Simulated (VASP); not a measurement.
# Pd (Fm-3m) in VASP: single point with PBE

Aim: the single point of Pd with PBE.

Everything below comes from runs of VASP 6.6.1. Logs are shortened: lines on timing, memory, paths and dates and some standing lists are left out, and cuts for length are marked.

### Step 1. The cell of the first run

It takes space group Fm-3m (No. 225, cubic). The conventional cell has a = 3.893 Å, b = 3.893 Å, c = 3.893 Å, α = 90.00°, β = 90.00°, γ = 90.00°. Within 3.6 Å of Pd (site symmetry m-3m) lie 12 Pd at 2.75 Å.

### Step 2. Single point, PBE, collinear spin

Input file POSCAR:

```
Pd
1.0
    0.0000000000      1.9465000000      1.9465000000
    1.9465000000      0.0000000000      1.9465000000
    1.9465000000      1.9465000000      0.0000000000
Pd
1
Direct
    0.0000000000      0.0000000000      0.0000000000
```

Input file INCAR.step1:

```
ALGO = Normal
EDIFF = 1E-7
ENCUT = 520
GGA = PE
ISIF = 2
ISMEAR = -1
ISPIN = 2
LASPH = T
LCHARG = T
LMAXMIX = 4
LREAL = F
LWAVE = F
MAGMOM = 0.6
NBANDS = 15
NELM = 150
PREC = Accurate
SIGMA = 0.08
```

Input file KPOINTS.step1:

```
k-points
0
Gamma
  17 17 17
```

Input file INCAR.step2:

```
ALGO = Normal
EDIFF = 1E-7
ENCUT = 520
GGA = PE
ICHARG = 11
ISIF = 2
ISMEAR = -5
ISPIN = 2
LASPH = T
LCHARG = F
LMAXMIX = 4
LORBIT = 11
LREAL = F
LWAVE = F
MAGMOM = 0.6
NBANDS = 15
NEDOS = 2001
NELM = 150
PREC = Accurate
SIGMA = 0.08
```

Input file KPOINTS.step2:

```
k-points
0
Gamma
  26 26 26
```

Potentials or basis: VASP PAW PBE potentials, release 64 (Pd).

The run is started by

```console
$ cat potpaw_PBE.64/Pd/POTCAR > POTCAR
$ cp INCAR.step1 INCAR
$ cp KPOINTS.step1 KPOINTS
$ mpirun -np 1 vasp_std > vasp.out
$ cp INCAR.step2 INCAR
$ cp KPOINTS.step2 KPOINTS
$ mpirun -np 1 vasp_std > vasp.out
```

OUTCAR:

```text
EDIFF = 1E-7
   ENCUT = 520
   GGA = PE
   ICHARG = 11
   ISIF = 2
   ISMEAR = -5
   ISPIN = 2
   LASPH = T
   LORBIT = 11
   LREAL = F
   NELM = 150
   PREC = Accurate

 ion  position               nearest neighbor table
   1  0.000  0.000  0.000-

  LATTYP: Found a face centered cubic cell.
 ALAT       =     3.8930000000

  Lattice vectors:

 A1 = (   0.0000000000,   1.9465000000,   1.9465000000)
 A2 = (   1.9465000000,   0.0000000000,   1.9465000000)
 A3 = (   1.9465000000,   1.9465000000,   0.0000000000)

Analysis of symmetry for initial positions (statically):
=====================================================================
 Subroutine PRICEL returns:
 Original cell was already a primitive cell.

 Routine SETGRP: Setting up the symmetry group for a
 face centered cubic supercell.

 Subroutine GETGRP returns: Found 48 space group operations
 (whereof 48 operations were pure point group operations)
 out of a pool of 48 trial point group operations.

The static configuration has the point symmetry O_h .

Analysis of symmetry for dynamics (positions and initial velocities):
=====================================================================
 Subroutine PRICEL returns:
 Original cell was already a primitive cell.

 Routine SETGRP: Setting up the symmetry group for a
 face centered cubic supercell.

 Subroutine GETGRP returns: Found 48 space group operations
 (whereof 48 operations were pure point group operations)
 out of a pool of 48 trial point group operations.

The dynamic configuration has the point symmetry O_h .

Analysis of structural, dynamic, and magnetic symmetry:
=====================================================================
 Subroutine PRICEL returns:
 Original cell was already a primitive cell.

 Routine SETGRP: Setting up the symmetry group for a
 face centered cubic supercell.

 Subroutine GETGRP returns: Found 48 space group operations
 (whereof 48 operations were pure point group operations)
 out of a pool of 48 trial point group operations.

The overall configuration has the point symmetry O_h .

 Subroutine INISYM returns: Found 48 space group operations
 (whereof 48 operations are pure point group operations),
 and found     1 'primitive' translations

----------------------------------------------------------------------------------------

                                     Primitive cell

  volume of cell :      14.7500

  direct lattice vectors                    reciprocal lattice vectors
     0.000000000  1.946500000  1.946500000    -0.256871307  0.256871307  0.256871307
     1.946500000  0.000000000  1.946500000     0.256871307 -0.256871307  0.256871307
     1.946500000  1.946500000  0.000000000     0.256871307  0.256871307 -0.256871307

  length of vectors
     2.752766699  2.752766699  2.752766699     0.444914156  0.444914156  0.444914156

  position of ions in fractional coordinates (direct lattice)
     0.000000000  0.000000000  0.000000000

  ion indices of the primitive-cell ions
   primitive index   ion index
                 1           1

----------------------------------------------------------------------------------------

 KPOINTS: k-points

Automatic generation of k-mesh.
 Grid dimensions read from file:
 generate k-points for:   26   26   26

 Generating k-lattice:

  Cartesian coordinates                     Fractional coordinates (reciprocal lattice)
    -0.009879666  0.009879666  0.009879666     0.038461538  0.000000000  0.000000000
     0.009879666 -0.009879666  0.009879666     0.000000000  0.038461538  0.000000000
     0.009879666  0.009879666 -0.009879666     0.000000000  0.000000000  0.038461538

  Length of vectors
     0.017112083  0.017112083  0.017112083

  Shift w.r.t. Gamma in fractional coordinates (k-lattice)
     0.000000000  0.000000000  0.000000000

 TETIRR: Found   2360 inequivalent tetrahedra from   105456

 Subroutine IBZKPT returns following result:
 ===========================================

 Found    511 irreducible k-points:

 Following reciprocal coordinates:
            Coordinates               Weight
  0.000000  0.000000  0.000000      1.000000
  0.038462  0.000000  0.000000      8.000000
  0.076923  0.000000  0.000000      8.000000
  0.115385  0.000000  0.000000      8.000000
  0.153846  0.000000  0.000000      8.000000
  0.192308  0.000000  0.000000      8.000000
[... 16 lines left out ...]
  0.346154  0.038462  0.000000     24.000000
  0.384615  0.038462  0.000000     24.000000
 [... further k-points ...]
   k-points           NKPTS =    511   k-points in BZ     NKDIM =    511   number of bands    NBANDS=     15
   number of dos      NEDOS =   2001   number of ions     NIONS =      1
   total plane-waves  NPLWV =   8000
   dimension x,y,z NGX =    20 NGY =   20 NGZ =   20
   dimension x,y,z NGXF=    40 NGYF=   40 NGZF=   40
   ions per type =               1
   NGX,Y,Z   is equivalent  to a cutoff of  12.08, 12.08, 12.08 a.u.
   NGXF,Y,Z  is equivalent  to a cutoff of  24.16, 24.16, 24.16 a.u.
 SYSTEM =  unknown system
   PREC   = accura    normal or accurate (medium, high low for compatibility)
   ISTART =      0    job   : 0-new  1-cont  2-samecut
   ICHARG =     11    charge: 1-file 2-atom 10-const
   ISPIN  =      2    spin polarized calculation?
   LNONCOLLINEAR =      F non collinear calculations
   LSORBIT =      F    spin-orbit coupling
   LASPH  =      T    aspherical Exc in radial PAW
   ENCUT  =  520.0 eV  38.22 Ry    6.18 a.u.   5.12  5.12  5.12*2*pi/ulx,y,z
   NELM   =    150;   NELMIN=  2; NELMDL=  0     # of ELM steps
   EDIFF  = 0.1E-06   stopping-criterion for ELM
   LREAL  =      F    real-space projection
   EDIFFG = 0.1E-05   stopping-criterion for IOM
   NSW    =      0    number of steps for IOM
   IBRION =     -1    ionic relax: 0-MD 1-quasi-New 2-CG
   NFREE  =      0    steps in history (QN), initial steepest desc. (CG)
   ISIF   =      2    stress and relaxation
   ISYM   =      2    0-nonsym 1-usesym 2-fastsym
   POTIM  = 0.5000    time-step for ionic-motion
   TEBEG  =    0.0;   TEEND  =   0.0 temperature during run
   PSTRESS=    0.0 pullay stress
   NELECT =      10.0000    total number of electrons
   NUPDOWN=      -1.0000    fix difference up-down
   EMIN   =  10.00;   EMAX   =-10.00  energy-range for DOS
   EFERMI =   0.00;   METHOD = LEGACY
   ISMEAR =    -5;   SIGMA  =   0.08  broadening in eV -4-tet -1-fermi 0-gaus
   EFERMI_NEDOS =   21; number of points for ismear=-14 and -15
   IALGO  =     38    algorithm
   IMIX   =      4    mixing-type and parameters
     AMIX     =   0.40;   BMIX     =  1.00
     AMIX_MAG =   1.60;   BMIX_MAG =  1.00
  volume/ion in A,a.u.               =      14.75        99.54
  Fermi-wavevector in a.u.,A,eV,Ry     =   1.438171  2.717748 28.141404  2.068335
  Thomas-Fermi vector in A             =   2.557167
   LORBIT       =     11    0 simple, 1 ext, 2 COOP (PROOUT), +10 PAW based schemes
   GGA     = PE    functional components
   LHFCALC =     F    Hartree Fock is set to
   AEXX    =    0.0000 exact exchange contribution
   IVDW    =     0    specifies the selected vdW correction
   LEPSILON=     F    determine dielectric tensor
   LRPA    =     F    only Hartree local field effects (RPA)
 spin polarized calculation
 Fermi weights with tetrahedron method with Bloechl corrections
  energy-cutoff  :      520.00
  volume of cell :       14.75
 maximum number of plane-waves:       411

 number of electron       9.9999999 magnetization       0.0000170

 Free energy of the ion-electron system (eV)
  ---------------------------------------------------
  ext. energy  EPLUGINS =         0.00000000
  ---------------------------------------------------
  free energy    TOTEN  =        -5.20531388 eV

  energy without entropy =       -5.20531388  energy(sigma->0) =       -5.20531388

 E-fermi :   9.7626     XC(G=0): -13.1864

 val. band max:        9.7790288886   @ k =   0.5000   0.4615   0.0385
 cond. band min:       9.7665949385   @ k =  -0.3077   0.3846   0.1538
 fundamental gap:     -0.0124339501
 Fermi energy:         9.7625725557

 spin component 1

 k-point     1 :       0.0000    0.0000    0.0000
  band No.  band energies     occupation
      1       2.6434      1.00000
      2       6.9397      1.00000
      3       6.9397      1.00000
      4       6.9397      1.00000
      5       8.5483      1.00000
      6       8.5483      1.00000
      7      26.9770      0.00000
      8      31.7532      0.00000
      9      31.7532      0.00000
     10      31.7532      0.00000
     11      35.9898      0.00000
     12      37.1104      0.00000
     13      40.3849      0.00000
     14      40.3849      0.00000
     15      40.3849      0.00000

 k-point     2 :       0.0385    0.0000    0.0000
  band No.  band energies     occupation
      1       2.6975      1.00000
      2       6.9200      1.00000
      3       6.9588      1.00000
      4       6.9588      1.00000
      5       8.5388      1.00000
      6       8.5388      1.00000
      7      27.0363      0.00000
      8      31.3608      0.00000
      9      31.8157      0.00000
     10      31.8157      0.00000
     11      36.0211      0.00000
     12      37.4244      0.00000
     13      40.0643      0.00000
     14      40.2378      0.00000
     15      40.2378      0.00000
[... 365 lines left out ...]
      3       7.1355      1.00000
      4       7.8833      1.00000
      5       9.2109      1.00000
      6       9.2797      1.04387
      7      21.2687      0.00000
      8      27.3011      0.00000
      9      31.7030      0.00000
     10      32.9795      0.00000
     11      35.9238      0.00000
     12      36.0923      0.00000
     13      36.4523      0.00000
     14      37.7120      0.00000
     15      43.3060      0.00000

 k-point    24 :       0.3846    0.0385    0.0000
  band No.  band energies     occupation
      1       4.6122      1.00000
      2       6.9863      1.00000
      3       7.0618      1.00000
      4       8.5013      1.00000
      5       9.4745      1.00000
      6       9.6158      0.64467
      7      19.9035      0.00000
      8      26.9476      0.00000
      9      31.2869      0.00000
     10      32.1827      0.00000
     11      36.0365      0.00000
     12      36.5568      0.00000
     13      36.6716      0.00000
     14      38.5721      0.00000
     15      43.5064      0.00000

 [... further k-points ...]

 spin component 2

 k-point     1 :       0.0000    0.0000    0.0000
  band No.  band energies     occupation
      1       2.6434      1.00000
      2       6.9397      1.00000
      3       6.9397      1.00000
      4       6.9397      1.00000
      5       8.5483      1.00000
      6       8.5483      1.00000
      7      26.9770      0.00000
      8      31.7532      0.00000
      9      31.7532      0.00000
     10      31.7532      0.00000
     11      35.9899      0.00000
     12      37.1104      0.00000
     13      40.3849      0.00000
     14      40.3849      0.00000
     15      40.3849      0.00000

 k-point     2 :       0.0385    0.0000    0.0000
  band No.  band energies     occupation
      1       2.6975      1.00000
      2       6.9200      1.00000
      3       6.9588      1.00000
      4       6.9588      1.00000
      5       8.5389      1.00000
      6       8.5389      1.00000
      7      27.0363      0.00000
      8      31.3608      0.00000
      9      31.8157      0.00000
     10      31.8157      0.00000
     11      36.0211      0.00000
     12      37.4244      0.00000
     13      40.0643      0.00000
     14      40.2378      0.00000
     15      40.2378      0.00000
[... 365 lines left out ...]
      3       7.1355      1.00000
      4       7.8833      1.00000
      5       9.2109      1.00000
      6       9.2797      1.04387
      7      21.2687      0.00000
      8      27.3011      0.00000
      9      31.7030      0.00000
     10      32.9795      0.00000
     11      35.9238      0.00000
     12      36.0923      0.00000
     13      36.4523      0.00000
     14      37.7120      0.00000
     15      43.3072      0.00000

 k-point    24 :       0.3846    0.0385    0.0000
  band No.  band energies     occupation
      1       4.6122      1.00000
      2       6.9863      1.00000
      3       7.0618      1.00000
      4       8.5013      1.00000
      5       9.4745      1.00000
      6       9.6158      0.64465
      7      19.9036      0.00000
      8      26.9476      0.00000
      9      31.2869      0.00000
     10      32.1827      0.00000
     11      36.0365      0.00000
     12      36.5568      0.00000
     13      36.6716      0.00000
     14      38.5721      0.00000
     15      43.5055      0.00000

 [... further k-points ...]
[... 5 lines left out ...]
  --------------------------------------------------------------------------------------
  -------------------------------------------------------------------------------------
  Total        0.7050523      0.7050523      0.7050523      0.0000000      0.0000000     -0.0000000
  in kB       76.5841109     76.5841109     76.5841109      0.0000000      0.0000000     -0.0000000
  external PRESSURE =      76.5841109 kB  Pullay stress =       0.0000000 kB

 VOLUME and BASIS-vectors are now :
 -----------------------------------------------------------------------------
  energy-cutoff  :      520.00
  volume of cell :       14.75
      direct lattice vectors                 reciprocal lattice vectors
     0.000000000  1.946500000  1.946500000    -0.256871307  0.256871307  0.256871307
     1.946500000  0.000000000  1.946500000     0.256871307 -0.256871307  0.256871307
     1.946500000  1.946500000  0.000000000     0.256871307  0.256871307 -0.256871307

 POSITION                                       TOTAL-FORCE (eV/Angst)
 -----------------------------------------------------------------------------------
      0.00000      0.00000      0.00000         0.000000      0.000000      0.000000
 -----------------------------------------------------------------------------------
    total drift:                               -0.000000     -0.000000     -0.000000

  FREE ENERGIE OF THE ION-ELECTRON SYSTEM (eV)
  ---------------------------------------------------
  free  energy   TOTEN  =        -5.2053138753 eV

  energy  without entropy=       -5.2053138753  energy(sigma->0) =       -5.20531388

 total charge

# of ion       s       p       d       tot
------------------------------------------
    1        0.489   0.475   8.477   9.442

 magnetization (x)

# of ion       s       p       d       tot
------------------------------------------
    1       -0.000  -0.000   0.000   0.000
```

It took 5.6 min on 1 thread of Intel Xeon 8259CL, shared host; peak memory 0.27 GiB.

Results:

| Quantity | Value |
| --- | --- |
| Net moment | 0.00 μB per cell |
| Valence electrons inside the program's atomic spheres | Pd 9.44 |
